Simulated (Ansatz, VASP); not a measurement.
# One calculation of CdSe, two programs

POSCAR

```
CdSe
1.0
    0.0000000000      3.0678017004      3.0678017004
    3.0678017004      0.0000000000      3.0678017004
    3.0678017004      3.0678017004      0.0000000000
Cd Se
1 1
Direct
    0.0000000000      0.0000000000      0.0000000000
    0.7500000000      0.7500000000      0.7500000000
```

Contents of INCAR.step1:

```
SYSTEM = CdSe
  PREC = Accurate
  ENCUT = 520
  EDIFF = 1E-5
  ISMEAR = 0
  SIGMA = 0.01
  LREAL = .FALSE.
  LASPH = .TRUE.
  NELM = 100
  ALGO = Normal
  ISIF = 2
  LWAVE = .TRUE.
  NBANDS = 16
  GGA = PE
```

File INCAR.step2:

```
SYSTEM = CdSe
  PREC = Accurate
  ENCUT = 520
  EDIFF = 1E-6
  ISMEAR = 0
  SIGMA = 0.01
  LREAL = .FALSE.
  LASPH = .TRUE.
  NELM = 100
  ALGO = Normal
  ISIF = 2
  LWAVE = .FALSE.
  LCHARG = .TRUE.
  GGA = PE
  LHFCALC = .TRUE.
  AEXX = 1.0
  HFSCREEN = 0.3
  PRECFOCK = Normal
  LELF = .TRUE.
  LVHAR = .TRUE.
  NBANDS = 16
  ISTART = 1
  ALDAC = 1.0
  AGGAC = 1.0
```

File KPOINTS:

```
Automatic mesh
0
G
  4 4 4
  0 0 0
```

Input for Ansatz:

```yaml
crystal:
  lattice:
    - [0.0, 3.0678017004, 3.0678017004]
    - [3.0678017004, 0.0, 3.0678017004]
    - [3.0678017004, 3.0678017004, 0.0]
  atoms:
    - { symbol: Cd, position: [0.0, 0.0, 0.0] }
    - { symbol: Se, position: [0.75, 0.75, 0.75] }
kpoints:
  mp_grid: { grid: [4, 4, 4] }
hamiltonian:
  xc: { exchange: pbe, correlation: pbe, exx: { coeff: 1.0, omega: 0.3 } }
scf:
  occupations: { method: fixed }
  n_extra_bands: 4
output:
  forces: true
  stress: true
  eigenvalues: true
```

Alike in both runs: task single point; functional PBE-based screened hybrid; k mesh 4 × 4 × 4; no spin polarisation.

```csv
,VASP,Ansatz
version,VASP 6.6.1,Ansatz 0.2.0
potentials or method,"VASP PAW PBE potentials, release 64 (Cd, Se)",plane waves
plane-wave cutoff (eV),520,420
occupations,"gaussian, width 0.01 eV",fixed
valence electrons in the cell,18,36
```

VASP gave:

```
gap on the k mesh at the Fermi level (eV) : 4.04
pressure (GPa)                            : -1.9
```

Problem. What did Ansatz give for the same quantities?

Solution. gap on the k mesh at the Fermi level (eV): 4.03; pressure (GPa): -1.6.

VASP's potentials were made for PBE, not for PBE-based screened hybrid. VASP's potentials hold 18 valence electrons a cell and Ansatz's 36, so a difference there can come from the potentials and not from the codes. Ansatz's warnings: stress exchange threshold loose, stress scf threshold loose.

The k mesh is coarse, so the values compare programs but aren't converged.
